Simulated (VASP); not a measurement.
# Ag (P6_3/mmc) in VASP: notebook

The runs below take Ag through single point, relaxation of cell and atoms, with PBEsol.

Everything below comes from runs of VASP 6.6.1. Logs are shortened: lines on timing, memory, paths and dates and some standing lists are left out, and cuts for length are marked.

### 1 The cell of the first run

Symmetry: P6_3/mmc, No. 194, hexagonal system. The conventional cell has a = 2.873 Å, b = 2.873 Å, c = 4.677 Å, α = 90.00°, β = 90.00°, γ = 120.00°. Ag (site symmetry -6m2) has 12 Ag at 2.87 Å within 3.8 Å.

This isn't the form of Ag at room conditions, which is fcc.

### 2 Single point, PBEsol

Input file INCAR:

```
SYSTEM = Ag
PREC = Accurate
ENCUT = 520
EDIFF = 1E-7
ISMEAR = -1
SIGMA = 0.05
LREAL = .False.
LASPH = .True.
NELM = 60
ALGO = Normal
ISIF = 2
LWAVE = .False.
LCHARG = .False.
GGA = PS
NBANDS = 18
```

Input file KPOINTS:

```
regular mesh
0
Gamma
  12 12 8
  0 0 0
```

Input file POSCAR:

```
Ag
1.0
    2.8732655877      0.0000000000      0.0000000000
   -1.4366327939      2.4883209908      0.0000000000
    0.0000000000      0.0000000000      4.6773695957
Ag
2
Direct
    0.3333333333      0.6666666667      0.2500000000
    0.6666666667      0.3333333333      0.7500000000
```

Potentials or basis: VASP PAW PBE potentials, release 64 (Ag).

Run with:

```sh
$ cat potpaw_PBE.64/Ag/POTCAR > POTCAR
$ mpirun -np 1 vasp_std > vasp.out
```

OUTCAR:

```text
SYSTEM = Ag
   PREC = Accurate
   ENCUT = 520
   EDIFF = 1E-7
   ISMEAR = -1
   LREAL = .False.
   LASPH = .True.
   NELM = 60
   ISIF = 2
   GGA = PS

 ion  position               nearest neighbor table
   1  0.333  0.667  0.250-   2 2.87   2 2.87   2 2.87   2 2.87   2 2.87   2 2.87
   2  0.667  0.333  0.750-   1 2.87   1 2.87   1 2.87   1 2.87   1 2.87   1 2.87

  LATTYP: Found a hexagonal cell.
 ALAT       =     2.8732655877
 C/A-ratio  =     1.6278932291

  Lattice vectors:

 A1 = (   2.8732655877,   0.0000000000,   0.0000000000)
 A2 = (  -1.4366327939,   2.4883209908,   0.0000000000)
 A3 = (   0.0000000000,   0.0000000000,   4.6773695957)

Analysis of symmetry for initial positions (statically):
=====================================================================
 Subroutine PRICEL returns:
 Original cell was already a primitive cell.

 Routine SETGRP: Setting up the symmetry group for a
 hexagonal supercell.

 Subroutine GETGRP returns: Found 24 space group operations
 (whereof 12 operations were pure point group operations)
 out of a pool of 24 trial point group operations.

The static configuration has the point symmetry D_3d.
 The point group associated with its full space group is D_6h.

Analysis of symmetry for dynamics (positions and initial velocities):
=====================================================================
 Subroutine PRICEL returns:
 Original cell was already a primitive cell.

 Routine SETGRP: Setting up the symmetry group for a
 hexagonal supercell.

 Subroutine GETGRP returns: Found 24 space group operations
 (whereof 12 operations were pure point group operations)
 out of a pool of 24 trial point group operations.

The dynamic configuration has the point symmetry D_3d.
 The point group associated with its full space group is D_6h.

 Subroutine INISYM returns: Found 24 space group operations
 (whereof 12 operations are pure point group operations),
 and found     1 'primitive' translations

----------------------------------------------------------------------------------------

                                     Primitive cell

  volume of cell :      33.4414

  direct lattice vectors                    reciprocal lattice vectors
     2.873265588  0.000000000  0.000000000     0.348036048  0.200938706  0.000000000
    -1.436632794  2.488320991  0.000000000     0.000000000  0.401877412  0.000000000
     0.000000000  0.000000000  4.677369596     0.000000000  0.000000000  0.213795378

  length of vectors
     2.873265588  2.873265588  4.677369596     0.401877412  0.401877412  0.213795378

  position of ions in fractional coordinates (direct lattice)
     0.333333333  0.666666667  0.250000000
     0.666666667  0.333333333  0.750000000

  ion indices of the primitive-cell ions
   primitive index   ion index
                 1           1
                 2           2

----------------------------------------------------------------------------------------

 KPOINTS: regular mesh

Automatic generation of k-mesh.
 Grid dimensions read from file:
 generate k-points for:   12   12    8

 Generating k-lattice:

  Cartesian coordinates                     Fractional coordinates (reciprocal lattice)
     0.029003004  0.016744892  0.000000000     0.083333333  0.000000000  0.000000000
     0.000000000  0.033489784  0.000000000     0.000000000  0.083333333  0.000000000
     0.000000000  0.000000000  0.026724422     0.000000000  0.000000000  0.125000000

  Length of vectors
     0.033489784  0.033489784  0.026724422

  Shift w.r.t. Gamma in fractional coordinates (k-lattice)
     0.000000000  0.000000000  0.000000000

 Subroutine IBZKPT returns following result:
 ===========================================

 Found     95 irreducible k-points:

 Following reciprocal coordinates:
            Coordinates               Weight
  0.000000  0.000000  0.000000      1.000000
  0.083333  0.000000  0.000000      6.000000
  0.166667  0.000000  0.000000      6.000000
  0.250000  0.000000  0.000000      6.000000
  0.333333  0.000000  0.000000      6.000000
  0.416667  0.000000  0.000000      6.000000
[... 16 lines left out ...]
  0.250000  0.000000  0.125000     12.000000
  0.333333  0.000000  0.125000     12.000000
 [... further k-points ...]
   k-points           NKPTS =     95   k-points in BZ     NKDIM =     95   number of bands    NBANDS=     18
   number of dos      NEDOS =    301   number of ions     NIONS =      2
   total plane-waves  NPLWV =  20736
   dimension x,y,z NGX =    24 NGY =   24 NGZ =   36
   dimension x,y,z NGXF=    48 NGYF=   48 NGZF=   72
   ions per type =               2
   NGX,Y,Z   is equivalent  to a cutoff of  13.89, 13.89, 12.80 a.u.
   NGXF,Y,Z  is equivalent  to a cutoff of  27.77, 27.77, 25.59 a.u.
 SYSTEM =  Ag
   PREC   = accura    normal or accurate (medium, high low for compatibility)
   ISTART =      0    job   : 0-new  1-cont  2-samecut
   ICHARG =      2    charge: 1-file 2-atom 10-const
   ISPIN  =      1    spin polarized calculation?
   LNONCOLLINEAR =      F non collinear calculations
   LSORBIT =      F    spin-orbit coupling
   LASPH  =      T    aspherical Exc in radial PAW
   ENCUT  =  520.0 eV  38.22 Ry    6.18 a.u.   5.34  5.34  8.70*2*pi/ulx,y,z
   NELM   =     60;   NELMIN=  2; NELMDL= -5     # of ELM steps
   EDIFF  = 0.1E-06   stopping-criterion for ELM
   LREAL  =      F    real-space projection
   EDIFFG = 0.1E-05   stopping-criterion for IOM
   NSW    =      0    number of steps for IOM
   IBRION =     -1    ionic relax: 0-MD 1-quasi-New 2-CG
   NFREE  =      0    steps in history (QN), initial steepest desc. (CG)
   ISIF   =      2    stress and relaxation
   ISYM   =      2    0-nonsym 1-usesym 2-fastsym
   POTIM  = 0.5000    time-step for ionic-motion
   TEBEG  =    0.0;   TEEND  =   0.0 temperature during run
   PSTRESS=    0.0 pullay stress
   NELECT =      22.0000    total number of electrons
   NUPDOWN=      -1.0000    fix difference up-down
   EMIN   =  10.00;   EMAX   =-10.00  energy-range for DOS
   EFERMI =   0.00;   METHOD = LEGACY
   ISMEAR =    -1;   SIGMA  =   0.05  broadening in eV -4-tet -1-fermi 0-gaus
   EFERMI_NEDOS =   21; number of points for ismear=-14 and -15
   IALGO  =     38    algorithm
   IMIX   =      4    mixing-type and parameters
     AMIX     =   0.40;   BMIX     =  1.00
     AMIX_MAG =   1.60;   BMIX_MAG =  1.00
  volume/ion in A,a.u.               =      16.72       112.84
  Fermi-wavevector in a.u.,A,eV,Ry     =   1.423818  2.690626 27.582510  2.027257
  Thomas-Fermi vector in A             =   2.544375
   LORBIT       =      0    0 simple, 1 ext, 2 COOP (PROOUT), +10 PAW based schemes
   GGA     = PS    functional components
   LHFCALC =     F    Hartree Fock is set to
   AEXX    =    0.0000 exact exchange contribution
   IVDW    =     0    specifies the selected vdW correction
   LEPSILON=     F    determine dielectric tensor
   LRPA    =     F    only Hartree local field effects (RPA)
 non-spin polarized calculation
  energy-cutoff  :      520.00
  volume of cell :       33.44
 maximum number of plane-waves:       923
 NGX is ok and might be reduce to    24
   NGX = 11   NGY = 11   NGZ = 17

 number of electron      21.9999997 magnetization

 Free energy of the ion-electron system (eV)
  ---------------------------------------------------
  ext. energy  EPLUGINS =         0.00000000
  ---------------------------------------------------
  free energy    TOTEN  =        -6.60411973 eV

  energy without entropy =       -6.59965426  energy(sigma->0) =       -6.60188700

 E-fermi :   8.4072     XC(G=0): -12.5270

 val. band max:        8.3784006518   @ k =   0.4167   0.0833   0.2500
 cond. band min:       8.5534500612   @ k =   0.5000   0.0000   0.1250
 fundamental gap:      0.1750494094
 Fermi energy:         8.4071607634

 k-point     1 :       0.0000    0.0000    0.0000
  band No.  band energies     occupation
      1       0.5297      2.00000
      2       1.9932      2.00000
      3       3.6766      2.00000
      4       3.7633      2.00000
      5       3.7633      2.00000
      6       4.0169      2.00000
[... 10 lines left out ...]
     17      26.9127      0.00000
     18      26.9127      0.00000

 k-point     2 :       0.0833    0.0000    0.0000
  band No.  band energies     occupation
      1       0.7241      2.00000
      2       2.1073      2.00000
      3       3.5479      2.00000
      4       3.8691      2.00000
      5       3.8804      2.00000
      6       3.9818      2.00000
[... 10 lines left out ...]
     17      26.3686      0.00000
     18      27.2755      0.00000

 k-point     3 :       0.1667    0.0000    0.0000
  band No.  band energies     occupation
      1       1.2654      2.00000
      2       2.3688      2.00000
      3       3.3817      2.00000
      4       3.8504      2.00000
      5       3.8794      2.00000
      6       4.1499      2.00000
[... 10 lines left out ...]
     17      26.2351      0.00000
     18      26.6750      0.00000

 k-point     4 :       0.2500    0.0000    0.0000
  band No.  band energies     occupation
      1       1.9531      2.00000
      2       2.4855      2.00000
      3       3.3162      2.00000
      4       3.4551      2.00000
      5       3.8242      2.00000
      6       3.9658      2.00000
[... 375 lines left out ...]
      4       3.7718      2.00000
      5       3.7854      2.00000
      6       4.0264      2.00000
[... 10 lines left out ...]
     17      25.6302      0.00000
     18      26.4026      0.00000

 k-point    23 :       0.2500    0.0000    0.1250
  band No.  band energies     occupation
      1       2.0025      2.00000
      2       2.5300      2.00000
      3       3.3353      2.00000
      4       3.4401      2.00000
      5       3.7289      2.00000
      6       3.9874      2.00000
[... 10 lines left out ...]
     17      24.9376      0.00000
     18      26.0509      0.00000

 k-point    24 :       0.3333    0.0000    0.1250
  band No.  band energies     occupation
      1       2.2290      2.00000
      2       2.4071      2.00000
      3       2.9898      2.00000
      4       3.5666      2.00000
      5       3.8496      2.00000
      6       3.9670      2.00000
[... 10 lines left out ...]
     17      23.3918      0.00000
     18      25.3564      0.00000

 [... further k-points ...]

------------------------ aborting loop because EDIFF is reached ----------------------------------------

  FORCE on cell =-STRESS in cart. coord.  units (eV):
  Direction    XX          YY          ZZ          XY          YZ          ZX
  --------------------------------------------------------------------------------------
  -------------------------------------------------------------------------------------
  Total       -0.0433429     -0.0433429     -0.0447187      0.0000000      0.0000000      0.0000000
  in kB       -2.0765627     -2.0765627     -2.1424733      0.0000000      0.0000000      0.0000000
  external PRESSURE =      -2.0985329 kB  Pullay stress =       0.0000000 kB

 VOLUME and BASIS-vectors are now :
 -----------------------------------------------------------------------------
  energy-cutoff  :      520.00
  volume of cell :       33.44
      direct lattice vectors                 reciprocal lattice vectors
     2.873265588  0.000000000  0.000000000     0.348036048  0.200938706  0.000000000
    -1.436632794  2.488320991  0.000000000     0.000000000  0.401877412  0.000000000
     0.000000000  0.000000000  4.677369596     0.000000000  0.000000000  0.213795378

 POSITION                                       TOTAL-FORCE (eV/Angst)
 -----------------------------------------------------------------------------------
     -0.00000      1.65888      1.16934         0.000000     -0.000000      0.000000
      1.43663      0.82944      3.50803        -0.000000      0.000000      0.000000
 -----------------------------------------------------------------------------------
    total drift:                                0.000000     -0.000000      0.000000

  FREE ENERGIE OF THE ION-ELECTRON SYSTEM (eV)
  ---------------------------------------------------
  free  energy   TOTEN  =        -6.6041197298 eV

  energy  without entropy=       -6.5996542608  energy(sigma->0) =       -6.60188700
```

Wall time 1.7 min (1 thread of AMD EPYC 7R13, shared host); peak memory 0.16 GiB.

Results:

* Free energy: -6.6041 eV
* Pressure: -0.2 GPa
* Band gap on the k mesh: zero (bands 11 and 12 overlap by 7.49 eV)

Caveat: the PAW data sets were made with another functional, which shifts forces and pressure a little.

(Continued in part 2 of 2.)

The gap in the log of VASP goes by the Fermi energy; the results here count the filled bands.